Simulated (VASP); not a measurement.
# Fe (P6_3/mmc) in VASP: further runs

Fe is run at these levels: LDA; tasks: single point.

All numbers are computed with VASP 6.6.1; they aren't measurements. Logs are shortened: lines on timing, memory, paths and dates and some standing lists are left out, and cuts for length are marked.

## 1. The cell of the first run

Symmetry: P6_3/mmc, No. 194, hexagonal system. Conventional cell: a = 2.384 Å, b = 2.384 Å, c = 3.764 Å, α = 90.00°, β = 90.00°, γ = 120.00°. Within 3.1 Å of Fe (site symmetry -6m2) lie 12 Fe at 2.33 to 2.38 Å.

## 2. Single point, LDA, collinear spin, ferromagnetic start (volume scaled by 0.94)

Input file INCAR:

```
  PREC = Accurate
  ENCUT = 520
  EDIFF = 1E-7
  ISMEAR = -1
  SIGMA = 0.05
  LREAL = False
  LASPH = True
  NELM = 150
  ALGO = Normal
  ISIF = 2
  LWAVE = False
  LCHARG = False
  ISPIN = 2
  MAGMOM = 3 3
  LORBIT = 11
  LMAXMIX = 4
  GGA = CA
  NBANDS = 19
```

Input file KPOINTS:

```
Automatic mesh
0
Gamma
  12 12 7
```

Input file POSCAR:

```
Fe
1.0
    2.3844669570      0.0000000000      0.0000000000
   -1.1922334785      2.0650089592      0.0000000000
    0.0000000000      0.0000000000      3.7635056374
Fe
2
Direct
    0.6666666667      0.3333333333      0.7500000000
    0.3333333333      0.6666666667      0.2500000000
```

Potentials or basis: VASP PAW LDA potentials, release 64 (Fe).

On the command line:

```sh
$ cat potpaw_LDA.64/Fe/POTCAR > POTCAR
$ mpirun -np 1 vasp_std > vasp.out
```

OUTCAR:

```text
PREC = Accurate
   ENCUT = 520
   EDIFF = 1E-7
   ISMEAR = -1
   LREAL = False
   LASPH = True
   NELM = 150
   ISIF = 2
   ISPIN = 2
   LORBIT = 11
   GGA = CA

 ion  position               nearest neighbor table
   1  0.667  0.333  0.750-   2 2.33   2 2.33   2 2.33   2 2.33   2 2.33   2 2.33
   2  0.333  0.667  0.250-   1 2.33   1 2.33   1 2.33   1 2.33   1 2.33   1 2.33

  LATTYP: Found a hexagonal cell.
 ALAT       =     2.3844669570
 C/A-ratio  =     1.5783425417

  Lattice vectors:

 A1 = (   2.3844669570,   0.0000000000,   0.0000000000)
 A2 = (  -1.1922334785,   2.0650089592,   0.0000000000)
 A3 = (   0.0000000000,   0.0000000000,   3.7635056374)

Analysis of symmetry for initial positions (statically):
=====================================================================
 Subroutine PRICEL returns:
 Original cell was already a primitive cell.

 Routine SETGRP: Setting up the symmetry group for a
 hexagonal supercell.

 Subroutine GETGRP returns: Found 24 space group operations
 (whereof 12 operations were pure point group operations)
 out of a pool of 24 trial point group operations.

The static configuration has the point symmetry D_3d.
 The point group associated with its full space group is D_6h.

Analysis of symmetry for dynamics (positions and initial velocities):
=====================================================================
 Subroutine PRICEL returns:
 Original cell was already a primitive cell.

 Routine SETGRP: Setting up the symmetry group for a
 hexagonal supercell.

 Subroutine GETGRP returns: Found 24 space group operations
 (whereof 12 operations were pure point group operations)
 out of a pool of 24 trial point group operations.

The dynamic configuration has the point symmetry D_3d.
 The point group associated with its full space group is D_6h.

Analysis of structural, dynamic, and magnetic symmetry:
=====================================================================
 Subroutine PRICEL returns:
 Original cell was already a primitive cell.

 Routine SETGRP: Setting up the symmetry group for a
 hexagonal supercell.

 Subroutine GETGRP returns: Found 24 space group operations
 (whereof 12 operations were pure point group operations)
 out of a pool of 24 trial point group operations.

The overall configuration has the point symmetry D_3d.
 The point group associated with its full space group is D_6h.

 Subroutine INISYM returns: Found 24 space group operations
 (whereof 12 operations are pure point group operations),
 and found     1 'primitive' translations

----------------------------------------------------------------------------------------

                                     Primitive cell

  volume of cell :      18.5313

  direct lattice vectors                    reciprocal lattice vectors
     2.384466957  0.000000000  0.000000000     0.419380943  0.242129700  0.000000000
    -1.192233478  2.065008959  0.000000000     0.000000000  0.484259400  0.000000000
     0.000000000  0.000000000  3.763505637     0.000000000  0.000000000  0.265709712

  length of vectors
     2.384466957  2.384466957  3.763505637     0.484259400  0.484259400  0.265709712

  position of ions in fractional coordinates (direct lattice)
     0.666666667  0.333333333  0.750000000
     0.333333333  0.666666667  0.250000000

  ion indices of the primitive-cell ions
   primitive index   ion index
                 1           1
                 2           2

----------------------------------------------------------------------------------------

 KPOINTS: Automatic mesh

Automatic generation of k-mesh.
 Grid dimensions read from file:
 generate k-points for:   12   12    7

 Generating k-lattice:

  Cartesian coordinates                     Fractional coordinates (reciprocal lattice)
     0.034948412  0.020177475  0.000000000     0.083333333  0.000000000  0.000000000
     0.000000000  0.040354950  0.000000000     0.000000000  0.083333333  0.000000000
     0.000000000  0.000000000  0.037958530     0.000000000  0.000000000  0.142857143

  Length of vectors
     0.040354950  0.040354950  0.037958530

  Shift w.r.t. Gamma in fractional coordinates (k-lattice)
     0.000000000  0.000000000  0.000000000

 Subroutine IBZKPT returns following result:
 ===========================================

 Found     76 irreducible k-points:

 Following reciprocal coordinates:
            Coordinates               Weight
  0.000000  0.000000  0.000000      1.000000
  0.083333  0.000000  0.000000      6.000000
  0.166667  0.000000  0.000000      6.000000
  0.250000  0.000000  0.000000      6.000000
  0.333333  0.000000  0.000000      6.000000
  0.416667  0.000000  0.000000      6.000000
[... 16 lines left out ...]
  0.250000  0.000000  0.142857     12.000000
  0.333333  0.000000  0.142857     12.000000
 [... further k-points ...]
   k-points           NKPTS =     76   k-points in BZ     NKDIM =     76   number of bands    NBANDS=     19
   number of dos      NEDOS =    301   number of ions     NIONS =      2
   total plane-waves  NPLWV =   9072
   dimension x,y,z NGX =    18 NGY =   18 NGZ =   28
   dimension x,y,z NGXF=    36 NGYF=   36 NGZF=   56
   ions per type =               2
   NGX,Y,Z   is equivalent  to a cutoff of  12.55, 12.55, 12.37 a.u.
   NGXF,Y,Z  is equivalent  to a cutoff of  25.10, 25.10, 24.74 a.u.
 SYSTEM =  unknown system
   PREC   = accura    normal or accurate (medium, high low for compatibility)
   ISTART =      0    job   : 0-new  1-cont  2-samecut
   ICHARG =      2    charge: 1-file 2-atom 10-const
   ISPIN  =      2    spin polarized calculation?
   LNONCOLLINEAR =      F non collinear calculations
   LSORBIT =      F    spin-orbit coupling
   LASPH  =      T    aspherical Exc in radial PAW
   ENCUT  =  520.0 eV  38.22 Ry    6.18 a.u.   4.43  4.43  7.00*2*pi/ulx,y,z
   NELM   =    150;   NELMIN=  2; NELMDL= -5     # of ELM steps
   EDIFF  = 0.1E-06   stopping-criterion for ELM
   LREAL  =      F    real-space projection
   EDIFFG = 0.1E-05   stopping-criterion for IOM
   NSW    =      0    number of steps for IOM
   IBRION =     -1    ionic relax: 0-MD 1-quasi-New 2-CG
   NFREE  =      0    steps in history (QN), initial steepest desc. (CG)
   ISIF   =      2    stress and relaxation
   ISYM   =      2    0-nonsym 1-usesym 2-fastsym
   POTIM  = 0.5000    time-step for ionic-motion
   TEBEG  =    0.0;   TEEND  =   0.0 temperature during run
   PSTRESS=    0.0 pullay stress
   NELECT =      16.0000    total number of electrons
   NUPDOWN=      -1.0000    fix difference up-down
   EMIN   =  10.00;   EMAX   =-10.00  energy-range for DOS
   EFERMI =   0.00;   METHOD = LEGACY
   ISMEAR =    -1;   SIGMA  =   0.05  broadening in eV -4-tet -1-fermi 0-gaus
   EFERMI_NEDOS =   21; number of points for ismear=-14 and -15
   IALGO  =     38    algorithm
   IMIX   =      4    mixing-type and parameters
     AMIX     =   0.40;   BMIX     =  1.00
     AMIX_MAG =   1.60;   BMIX_MAG =  1.00
  volume/ion in A,a.u.               =       9.27        62.53
  Fermi-wavevector in a.u.,A,eV,Ry     =   1.558881  2.945857 33.063641  2.430109
  Thomas-Fermi vector in A             =   2.662321
   LORBIT       =     11    0 simple, 1 ext, 2 COOP (PROOUT), +10 PAW based schemes
   GGA     = CA    functional components
   LHFCALC =     F    Hartree Fock is set to
   AEXX    =    0.0000 exact exchange contribution
   IVDW    =     0    specifies the selected vdW correction
   LEPSILON=     F    determine dielectric tensor
   LRPA    =     F    only Hartree local field effects (RPA)
 spin polarized calculation
  energy-cutoff  :      520.00
  volume of cell :       18.53
 maximum number of plane-waves:       523
 NGX is ok and might be reduce to    18
   NGX =  9   NGY =  9   NGZ = 13

 number of electron      16.0000000 magnetization      -0.0002101

 number of electron      16.0000000 magnetization       0.0000547

 Free energy of the ion-electron system (eV)
  ---------------------------------------------------
  ext. energy  EPLUGINS =         0.00000000
  ---------------------------------------------------
  free energy    TOTEN  =       -18.81917958 eV

  energy without entropy =      -18.80157452  energy(sigma->0) =      -18.81037705

 E-fermi :   7.9493     XC(G=0): -14.6329

 val. band max:        7.9449405100   @ k =   0.3333   0.2500   0.2857
 cond. band min:       7.9788042965   @ k =   0.3333   0.0833   0.2857
 fundamental gap:      0.0338637865
 Fermi energy:         7.9493424651

 spin component 1

 k-point     1 :       0.0000    0.0000    0.0000
  band No.  band energies     occupation
      1      -1.4950      1.00000
      2       2.3729      1.00000
      3       6.0007      1.00000
      4       6.0007      1.00000
      5       6.1653      1.00000
      6       6.5475      1.00000
[... 11 lines left out ...]
     18      35.8087      0.00000
     19      36.6798      0.00000
[... 485 lines left out ...]
 k-point    24 :       0.3333    0.0000    0.1429
  band No.  band energies     occupation
      1       1.9769      1.00000
      2       3.3056      1.00000
      3       3.8720      1.00000
      4       4.8727      1.00000
      5       6.0248      1.00000
      6       6.1114      1.00000
[... 11 lines left out ...]
     18      33.0009      0.00000
     19      35.1727      0.00000

 [... further k-points ...]

 spin component 2

 k-point     1 :       0.0000    0.0000    0.0000
  band No.  band energies     occupation
      1      -1.4950      1.00000
      2       2.3729      1.00000
      3       6.0007      1.00000
      4       6.0007      1.00000
      5       6.1653      1.00000
      6       6.5475      1.00000
[... 11 lines left out ...]
     18      35.8087      0.00000
     19      36.6798      0.00000
[... 485 lines left out ...]
 k-point    24 :       0.3333    0.0000    0.1429
  band No.  band energies     occupation
      1       1.9769      1.00000
      2       3.3056      1.00000
      3       3.8720      1.00000
      4       4.8727      1.00000
      5       6.0248      1.00000
      6       6.1114      1.00000
[... 11 lines left out ...]
     18      33.0009      0.00000
     19      35.1727      0.00000

 [... further k-points ...]
[... 5 lines left out ...]
  --------------------------------------------------------------------------------------
  -------------------------------------------------------------------------------------
  Total        1.1570933      1.1570933      1.4037281     -0.0000000      0.0000000      0.0000000
  in kB      100.0398752    100.0398752    121.3634079     -0.0000000      0.0000000      0.0000000
  external PRESSURE =     107.1477195 kB  Pullay stress =       0.0000000 kB

 VOLUME and BASIS-vectors are now :
 -----------------------------------------------------------------------------
  energy-cutoff  :      520.00
  volume of cell :       18.53
      direct lattice vectors                 reciprocal lattice vectors
     2.384466957  0.000000000  0.000000000     0.419380943  0.242129700  0.000000000
    -1.192233478  2.065008959  0.000000000     0.000000000  0.484259400  0.000000000
     0.000000000  0.000000000  3.763505637     0.000000000  0.000000000  0.265709712

 POSITION                                       TOTAL-FORCE (eV/Angst)
 -----------------------------------------------------------------------------------
      1.19223      0.68834      2.82263         0.000000     -0.000000      0.000000
     -0.00000      1.37667      0.94088        -0.000000      0.000000      0.000000
 -----------------------------------------------------------------------------------
    total drift:                                0.000000     -0.000000     -0.000000

  FREE ENERGIE OF THE ION-ELECTRON SYSTEM (eV)
  ---------------------------------------------------
  free  energy   TOTEN  =       -18.8191795828 eV

  energy  without entropy=      -18.8015745156  energy(sigma->0) =      -18.81037705

 total charge

# of ion       s       p       d       tot
------------------------------------------
    1        0.586   0.733   6.462   7.782
    2        0.586   0.733   6.462   7.782
--------------------------------------------------
tot          1.173   1.467  12.923  15.563

 magnetization (x)

# of ion       s       p       d       tot
------------------------------------------
    1       -0.000  -0.000   0.000   0.000
    2       -0.000  -0.000   0.000   0.000
--------------------------------------------------
tot         -0.000  -0.000   0.000   0.000
```

It took 40 s on 1 thread of Intel Xeon Platinum 8488C (Sapphire Rapids), shared host; peak memory 0.15 GiB.

Results:

* Free energy: -18.8192 eV
* Pressure: 10.7 GPa
* Band gap on the k mesh: zero (filled and empty bands overlap)
* Net moment: 0.00 μB per cell
* Valence electrons inside the program's atomic spheres: Fe 7.78

Caveat: the starting moments collapsed, and a magnetic state may lie lower.

## 3. Single point, LDA, collinear spin, ferromagnetic start (volume scaled by 0.96)

Input file INCAR:

```
PREC = Accurate
ENCUT = 520
EDIFF = 1E-6
ISMEAR = -1
SIGMA = 0.05
LREAL = F
LASPH = T
NELM = 150
ALGO = Normal
ISIF = 2
LWAVE = F
LCHARG = F
ISPIN = 2
MAGMOM = 3 3
LORBIT = 11
LMAXMIX = 4
NBANDS = 19
```

Input file KPOINTS:

```
regular mesh
0
Gamma
  12 12 7
```

Input file POSCAR:

```
Fe
1.0
    2.4012595311      0.0000000000      0.0000000000
   -1.2006297656      2.0795517550      0.0000000000
    0.0000000000      0.0000000000      3.7900100715
Fe
2
Direct
    0.6666666667      0.3333333333      0.7500000000
    0.3333333333      0.6666666667      0.2500000000
```

Potentials or basis: VASP PAW LDA potentials, release 64 (Fe).

On the command line:

```sh
$ cat potpaw_LDA.64/Fe/POTCAR > POTCAR
$ mpirun -np 1 vasp_std > vasp.out
```

Wall time 33 s (1 thread of Intel Xeon Platinum 8488C (Sapphire Rapids), shared host); peak memory 0.15 GiB.

The run converged. Its results:

```
Free energy                                           : -18.8355 eV
Pressure                                              : 2.6 GPa
Band gap on the k mesh                                : zero (filled and empty bands overlap)
Net moment                                            : 0.00 μB per cell
Valence electrons inside the program's atomic spheres : Fe 7.72
```

Stress tensor (GPa, compression positive):
```
2.00 0.00 0.00
0.00 2.00 0.00
0.00 0.00 3.72
```

Levels at points of the mesh, in eV from the Fermi level:
Spin up:
| k point | band 6 | band 7 | band 8 | band 9 | band 10 | band 11 |
| --- | --- | --- | --- | --- | --- | --- |
| (0.00, 0.00, 0.00) | -1.36 | -1.36 | -0.98 | -0.98 | 0.64 | 0.77 |
| (0.50, 0.00, 0.00) | -1.70 | -1.21 | 0.89 | 1.14 | 1.19 | 2.95 |
Spin down:
| k point | band 6 | band 7 | band 8 | band 9 | band 10 | band 11 |
| --- | --- | --- | --- | --- | --- | --- |
| (0.00, 0.00, 0.00) | -1.36 | -1.36 | -0.98 | -0.98 | 0.64 | 0.77 |
| (0.50, 0.00, 0.00) | -1.70 | -1.21 | 0.89 | 1.14 | 1.20 | 2.95 |

Caveat: the starting moments collapsed, and a magnetic state may lie lower.

## 4. Single point, LDA, collinear spin, ferromagnetic start (volume scaled by 0.98)

Input file INCAR:

```
  PREC = Accurate
  ENCUT = 520
  EDIFF = 1E-6
  ISMEAR = -1
  SIGMA = 0.05
  LREAL = False
  LASPH = True
  NELM = 150
  ALGO = Fast
  ISIF = 2
  LWAVE = False
  LCHARG = False
  ISPIN = 2
  MAGMOM = 3 3
  LORBIT = 11
  LMAXMIX = 4
  NBANDS = 19
```

Input file KPOINTS:

```
Automatic mesh
0
Gamma
  12 12 7
```

Input file POSCAR:

```
Fe
1.0
    2.4178204650      0.0000000000      0.0000000000
   -1.2089102325      2.0938939445      0.0000000000
    0.0000000000      0.0000000000      3.8161488980
Fe
2
Direct
    0.6666666667      0.3333333333      0.7500000000
    0.3333333333      0.6666666667      0.2500000000
```

On the command line:

```sh
$ cat potpaw_LDA.64/Fe/POTCAR > POTCAR
$ mpirun -np 1 vasp_std > vasp.out
```

It took 61 s on 1 thread of Intel Xeon Platinum 8488C (Sapphire Rapids), shared host; peak memory 0.15 GiB.

Results (log left out):

* Free energy: -18.8333 eV
* Pressure: -4.6 GPa
* Band gap on the k mesh: zero (filled and empty bands overlap)
* Net moment: 0.00 μB per cell
* Valence electrons inside the program's atomic spheres: Fe 7.66

Stress tensor (GPa, compression positive):
```
-5.03  0.00  0.00
 0.00 -5.03  0.00
 0.00  0.00 -3.70
```

Levels at points of the mesh, in eV from the Fermi level:
Spin up:
| k point | band 6 | band 7 | band 8 | band 9 | band 10 | band 11 |
| --- | --- | --- | --- | --- | --- | --- |
| (0.00, 0.00, 0.00) | -1.32 | -1.32 | -0.95 | -0.95 | 0.63 | 0.75 |
| (0.50, 0.00, 0.00) | -1.65 | -1.17 | 0.86 | 1.11 | 1.16 | 2.87 |
Spin down:
```
           k point  band 6  band 7  band 8  band 9  band 10  band 11
(0.00, 0.00, 0.00)   -1.32   -1.32   -0.95   -0.95     0.63     0.75
(0.50, 0.00, 0.00)   -1.65   -1.17    0.86    1.11     1.16     2.87
```

Caveat: the starting moments collapsed, and a magnetic state may lie lower.

(Part 1 of 2 ends here.)
